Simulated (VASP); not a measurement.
# Hg: single point with PBE

System: Hg, a sheet with vacuum.

```
Hg
1.0
     3.19112    0.00000    0.00000
     0.00000    3.19112    0.00000
     0.00000    0.00000   29.82745
Hg
2
Direct
  0.50000 0.50000 0.24605
  0.50000 0.50000 0.35742
```

The cell was generated, and may not be a known phase.

```
Program             : VASP 6.6.1
Task                : single point
Functional          : PBE
Potentials or basis : VASP PAW PBE potentials, release 64 (Hg)
Cutoff              : 520 eV
k mesh              : 16 × 16 × 1
Occupations         : gaussian, width 0.1 eV
Spin                : no spin polarisation
```

* Largest force: 0.007 eV/Å
* Band gap on the k mesh: zero (bands 12 and 13 overlap by 1.92 eV)

Forces in eV/Å, atoms in the order of the input:
```
Hg   0.000  0.000 -0.007
Hg   0.000  0.000  0.007
```

Levels at points of the mesh, in eV from the Fermi level:
| k point | band 10 | band 11 | band 12 | band 13 | band 14 | band 15 |
| --- | --- | --- | --- | --- | --- | --- |
| (0.00, 0.00, 0.00) | -5.91 | -5.90 | -4.76 | -0.06 | 2.55 | 3.67 |
| (0.50, 0.00, 0.00) | -5.86 | -2.75 | -1.64 | -0.52 | 0.59 | 2.79 |
| (0.50, 0.50, 0.00) | -5.47 | 0.16 | 1.39 | 2.16 | 2.16 | 3.29 |

Run time: 95 s on 1 thread of Intel(R) Xeon(R) 6975P-C (Granite Rapids), on a shared host, peak memory 0.48 GiB.

Caveat: spin-orbit coupling is left out, which moves the levels of the heavy elements.
